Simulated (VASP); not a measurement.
# BeAl2 (P6_222) in VASP: notebook, part 2 of 2

VASP 6.6.1. Earlier steps stand in the parts before.

## Step 3: Single point, PBE

This run uses another cell than the first one, of 24.64 Å³/atom, 1.507 times its volume.

Contents of INCAR:

```
PREC = Accurate
ENCUT = 520
EDIFF = 1E-7
ISMEAR = 0
SIGMA = 0.1
LREAL = False
LASPH = True
NELM = 60
ALGO = Fast
ISIF = 2
LWAVE = False
LCHARG = False
GGA = PE
NBANDS = 22
```

Contents of KPOINTS:

```
Automatic mesh
0
Gamma
  6 6 6
```

Contents of POSCAR:

```
BeAl2
1.0
    6.1940331005      0.0000000000      0.0000000000
   -3.0970165503      5.3641900169      0.0000000000
    0.0000000000      0.0000000000      6.6749978613
Be Al
3 6
Direct
    0.5000000000      0.0000000000      0.0000000000
    0.5000000000      0.5000000000      0.3333333333
    0.0000000000      0.5000000000      0.6666666667
    0.1239429534      0.2478859069      0.5000000000
    0.8760570466      0.1239429534      0.8333333333
    0.7521140931      0.8760570466      0.1666666667
    0.8760570466      0.7521140931      0.5000000000
    0.1239429534      0.8760570466      0.8333333333
    0.2478859069      0.1239429534      0.1666666667
```

Potentials or basis: VASP PAW PBE potentials, release 64 (Be, Al).

Launch:

```console
$ cat potpaw_PBE.64/Be/POTCAR potpaw_PBE.64/Al/POTCAR > POTCAR
$ mpirun -np 1 vasp_std > vasp.out
```

OUTCAR:

```text
PREC = Accurate
   ENCUT = 520
   EDIFF = 1E-7
   ISMEAR = 0
   LREAL = False
   LASPH = True
   NELM = 60
   ISIF = 2
   GGA = PE

 ion  position               nearest neighbor table
   1  0.500  0.000  0.000-   6 2.34   9 2.34   8 2.34   5 2.34
   2  0.500  0.500  0.333-   6 2.34   9 2.34   7 2.34   4 2.34
   3  0.000  0.500  0.667-   4 2.34   7 2.34   5 2.34   8 2.34
   4  0.124  0.248  0.500-   3 2.34   2 2.34   5 2.59   9 2.59   7 2.66   6 3.20   8 3.20
   5  0.876  0.124  0.833-   3 2.34   1 2.34   4 2.59   6 2.59   8 2.66   7 3.20   9 3.20
   6  0.752  0.876  0.167-   1 2.34   2 2.34   7 2.59   5 2.59   9 2.66   4 3.20   8 3.20
   7  0.876  0.752  0.500-   3 2.34   2 2.34   8 2.59   6 2.59   4 2.66   9 3.20   5 3.20
   8  0.124  0.876  0.833-   3 2.34   1 2.34   7 2.59   9 2.59   5 2.66   4 3.20   6 3.20
   9  0.248  0.124  0.167-   1 2.34   2 2.34   4 2.59   8 2.59   6 2.66   7 3.20   5 3.20

  LATTYP: Found a hexagonal cell.
 ALAT       =     6.1940331005
 C/A-ratio  =     1.0776496917

  Lattice vectors:

[... 195 lines left out ...]

 E-fermi :   2.3166     XC(G=0):  -7.7293

 val. band max:        2.3134666419   @ k =   0.1667   0.0000   0.0000
 cond. band min:       2.3174363095   @ k =   0.5000  -0.0000   0.0000
 fundamental gap:      0.0039696676
 Fermi energy:         2.3166069315

 k-point     1 :       0.0000    0.0000    0.0000
  band No.  band energies     occupation
      1      -6.2493      2.00000
      2      -3.3676      2.00000
      3      -3.3676      2.00000
      4      -2.4175      2.00000
      5      -2.4175      2.00000
      6      -1.1717      2.00000
[... 589 lines left out ...]
     21       5.9075      0.00000
     22       5.9421      0.00000

 [... further k-points ...]
[... 5 lines left out ...]
  --------------------------------------------------------------------------------------
  -------------------------------------------------------------------------------------
  Total        0.0061388      0.0061388      0.0019168     -0.0000000      0.0000000      0.0000000
  in kB        0.0443470      0.0443470      0.0138468     -0.0000000      0.0000000      0.0000000
  external PRESSURE =       0.0341803 kB  Pullay stress =       0.0000000 kB

 VOLUME and BASIS-vectors are now :
 -----------------------------------------------------------------------------
  energy-cutoff  :      520.00
  volume of cell :      221.78
      direct lattice vectors                 reciprocal lattice vectors
     6.194033101  0.000000000  0.000000000     0.161445698  0.093210717  0.000000000
    -3.097016550  5.364190017  0.000000000     0.000000000  0.186421435  0.000000000
     0.000000000  0.000000000  6.674997861     0.000000000  0.000000000  0.149812782

 POSITION                                       TOTAL-FORCE (eV/Angst)
 -----------------------------------------------------------------------------------
      3.09702      0.00000      0.00000         0.000000      0.000000      0.000000
      1.54851      2.68210      2.22500        -0.000000      0.000000      0.000000
     -1.54851      2.68210      4.45000         0.000000      0.000000      0.000000
     -0.00000      1.32971      3.33750         0.000000     -0.004636      0.000000
      5.04247      0.66485      5.56250         0.004015     -0.002318     -0.000000
      1.94546      4.69934      1.11250         0.004015      0.002318     -0.000000
      3.09702      4.03448      3.33750        -0.000000      0.004636      0.000000
     -1.94546      4.69934      5.56250        -0.004015      0.002318      0.000000
      1.15156      0.66485      1.11250        -0.004015     -0.002318      0.000000
 -----------------------------------------------------------------------------------
    total drift:                               -0.000000     -0.000000      0.000000

  FREE ENERGIE OF THE ION-ELECTRON SYSTEM (eV)
  ---------------------------------------------------
  free  energy   TOTEN  =       -26.8048837020 eV

  energy  without entropy=      -26.7910211583  energy(sigma->0) =      -26.79795243
```

OSZICAR:

```text
N       E                     dE             d eps       ncg     rms          rms(c)
DAV:   1     0.289175981140E+02    0.28918E+02   -0.78306E+03  1232   0.822E+02
DAV:   2    -0.251675371096E+02   -0.54085E+02   -0.51718E+02  1526   0.110E+02
DAV:   3    -0.280535224152E+02   -0.28860E+01   -0.28478E+01  1692   0.241E+01
DAV:   4    -0.281110824884E+02   -0.57560E-01   -0.57520E-01  1586   0.380E+00
DAV:   5    -0.281128976876E+02   -0.18152E-02   -0.18151E-02  1792   0.661E-01    0.544E+00
RMM:   6    -0.271289767051E+02    0.98392E+00   -0.77096E-01  1238   0.303E+00    0.302E+00
RMM:   7    -0.267895854994E+02    0.33939E+00   -0.12266E+00  1376   0.358E+00    0.457E-01
RMM:   8    -0.267989043020E+02   -0.93188E-02   -0.10591E-01  1427   0.150E+00    0.236E-01
RMM:   9    -0.268040023792E+02   -0.50981E-02   -0.26120E-02  1459   0.706E-01    0.103E-01
RMM:  10    -0.268045999243E+02   -0.59755E-03   -0.47296E-03  1447   0.353E-01    0.304E-02
RMM:  11    -0.268048522110E+02   -0.25229E-03   -0.11793E-03  1491   0.193E-01    0.202E-02
RMM:  12    -0.268048756988E+02   -0.23488E-04   -0.32334E-04  1544   0.927E-02    0.383E-03
RMM:  13    -0.268048821913E+02   -0.64925E-05   -0.62983E-05  1659   0.423E-02    0.284E-03
RMM:  14    -0.268048834519E+02   -0.12606E-05   -0.12042E-05  1542   0.171E-02    0.143E-03
RMM:  15    -0.268048836738E+02   -0.22187E-06   -0.28838E-06  1536   0.830E-03    0.792E-04
RMM:  16    -0.268048837020E+02   -0.28210E-07   -0.55517E-07  1176   0.319E-03
   1 F= -.26804884E+02 E0= -.26797952E+02  d E =-.138625E-01
```

stdout:

```text
POSCAR found type information on POSCAR BeAl
 POSCAR found :  2 types and       9 ions
 scaLAPACK will be used
 LDA part: xc-table for (Slater+PW92), standard interpolation
 POSCAR, INCAR and KPOINTS ok, starting setup
 FFT: planning ... GRIDC
 FFT: planning ... GRID_SOFT
 FFT: planning ... GRID
 WAVECAR not read
 entering main loop
```

Run time: 2.9 min. Hardware: 1 thread of Intel Xeon Platinum 8259CL at 2.50GHz (Skylake/Cascade Lake), shared host; peak memory 0.37 GiB.

Results:

| Quantity | Value |
| --- | --- |
| Free energy | -26.8049 eV |
| Pressure | 0.0 GPa |
| Largest force | 0.005 eV/Å |
| Band gap on the k mesh | zero (band 12 reaches 2.56 eV, above the bottom of band 13 at 2.07 eV) |

Forces in eV/Å, atoms in the order of the input:
```
Be   0.000  0.000  0.000
Be   0.000  0.000  0.000
Be   0.000  0.000  0.000
Al   0.000 -0.005  0.000
Al   0.004 -0.002  0.000
Al   0.004  0.002  0.000
Al   0.000  0.005  0.000
Al  -0.004  0.002  0.000
Al  -0.004 -0.002  0.000
```

## Step 4: Single point, PBE

This run uses another cell than the first one, of 24.64 Å³/atom, 1.506 times its volume.

Contents of INCAR:

```
PREC = Accurate
ENCUT = 520
EDIFF = 1E-7
ISMEAR = 0
SIGMA = 0.1
LREAL = F
LASPH = T
NELM = 100
ALGO = Normal
ISIF = 2
LWAVE = F
LCHARG = T
GGA = PE
LELF = T
LVHAR = T
NBANDS = 22
```

Contents of KPOINTS:

```
Automatic mesh
0
Gamma
  6 6 4
```

Contents of POSCAR:

```
BeAl2
1.0
    6.2006124521      0.0000000001      0.0000000000
   -3.1003062261      5.3698879025      0.0000000000
    0.0000000000      0.0000000000      6.6600883946
Be Al
3 6
Direct
    0.5000000000      0.0000000000      0.0000000000
    0.5000000000      0.5000000000      0.3333333333
    0.0000000000      0.5000000000      0.6666666667
    0.1245960565      0.2491921130      0.5000000000
    0.8754039435      0.1245960565      0.8333333333
    0.7508078870      0.8754039435      0.1666666667
    0.8754039435      0.7508078870      0.5000000000
    0.1245960565      0.8754039435      0.8333333333
    0.2491921130      0.1245960565      0.1666666667
```

Launch:

```console
$ cat potpaw_PBE.64/Be/POTCAR potpaw_PBE.64/Al/POTCAR > POTCAR
$ mpirun -np 1 vasp_std > vasp.out
```

It took 2.2 min on 1 thread of Intel Xeon Platinum 8259CL at 2.50GHz (Skylake/Cascade Lake), shared host; peak memory 0.35 GiB.

It converged, with:

```
Free energy            : -26.7926 eV
Pressure               : 0.0 GPa
Band gap on the k mesh : zero (band 12 reaches 2.58 eV, above the bottom of band 13 at 2.09 eV)
```

Levels at points of the mesh, in eV from the Fermi level:
```csv
k point,band 10,band 11,band 12,band 13,band 14,band 15
"(0.00, 0.00, 0.00)",-1.47,-0.43,-0.43,0.22,0.22,0.59
"(0.50, 0.00, 0.00)",-0.97,-0.79,-0.34,-0.01,0.43,1.47
"(0.00, 0.00, 0.50)",-1.05,-0.41,-0.08,-0.08,-0.05,-0.05
"(0.50, 0.00, 0.50)",-0.92,-0.29,0.22,0.71,0.73,1.63
```

## Step 5: Overview

| cell | k mesh | gap on the mesh (eV) | pressure (GPa) |
| --- | --- | --- | --- |
| a = 5.370, b = 5.370, c = 5.896 Å, angles 90.0, 90.0, 120.0°, 9 atoms | 6 × 6 × 4 | none | 56.2 |
| a = 6.194, b = 6.194, c = 6.675 Å, angles 90.0, 90.0, 120.0°, 9 atoms | 6 × 6 × 6 | none | 0.0 |
| a = 6.201, b = 6.201, c = 6.660 Å, angles 90.0, 90.0, 120.0°, 9 atoms | 6 × 6 × 4 | none | 0.0 |

Alike in all rows: task single point; level PBE; potentials or basis VASP PAW PBE potentials, release 64 (Be, Al); no spin polarisation; cutoff (eV) 520; smearing gaussian 0.1 eV.

Caveats: forces of over 1 eV/Å act on the atoms, so gaps and moduli don't describe the material at rest (some runs).

Total energies depend on the potentials used, so only differences within one code and one set of settings carry meaning.
